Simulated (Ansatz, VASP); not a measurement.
## Ta in VASP and in Ansatz

Contents of INCAR:

```
SYSTEM = Ta
ALGO = Normal
EDIFF = 1E-7
EDIFFG = -0.005
ENCUT = 600
GGA = PS
IBRION = 2
ISIF = 3
ISMEAR = 0
LASPH = .TRUE.
LCHARG = .FALSE.
LREAL = .FALSE.
LWAVE = .FALSE.
NELM = 100
NSW = 100
PREC = Accurate
SIGMA = 0.1
```

File KPOINTS:

```
k-points
0
G
  18 18 18
  0 0 0
```

File POSCAR:

```
Ta
1.0
   -1.6512800000      1.6512800000      1.6512800000
    1.6512800000     -1.6512800000      1.6512800000
    1.6512800000      1.6512800000     -1.6512800000
Ta
1
Direct
    0.0000000000      0.0000000000      0.0000000000
```

Input for Ansatz:

```yaml
crystal:
  lattice:
    - [-1.65128, 1.65128, 1.65128]
    - [1.65128, -1.65128, 1.65128]
    - [1.65128, 1.65128, -1.65128]
  atoms:
    - { symbol: Ta, position: [0.0, 0.0, 0.0] }
basis:
  ecutwfc: 420
kpoints:
  mp_grid: { grid: [18, 18, 18] }
hamiltonian:
  xc: pbesol
scf:
  occupations: { method: gaussian, width: 0.1 }
output:
  forces: true
  stress: true
  eigenvalues: true
relax:
  adjacent_minimum: "off"
  f_tol: 0.005
  max_steps: 80
  cell: { stress_tol: 0.05 }
```

Alike in both runs: task relaxation of cell and atoms; functional PBEsol; k mesh 18 × 18 × 18; occupations gaussian, width 0.1 eV; no spin polarisation.

|  | VASP | Ansatz |
| --- | --- | --- |
| version | VASP 6.6.1 | Ansatz 0.2.0 |
| potentials or method | VASP PAW PBE potentials, release 64 (Ta_pv), cutoff 600 eV | scalar-relativistic, plane waves, PAW |
| valence electrons in the cell | 11 | 13 |

|  | VASP | Ansatz | Ansatz less VASP |
| --- | --- | --- | --- |
| gap on the k mesh at the Fermi level, each at its own relaxed structure (eV) | none | none | - |
| relaxed volume (Å³/atom) | 17.67 | 17.65 | -0.015 |
| relaxed cell length with the largest relative difference (Å) | 2.842 | 2.841 | -0.0008 |

VASP's potentials were made for PBE, not for PBEsol. A gap of «none» marks a metal or a gap that the smearing closes. VASP's potentials hold 11 valence electrons a cell and Ansatz's 13, so a difference there can come from the potentials and not from the codes.

Spin-orbit coupling is off throughout.
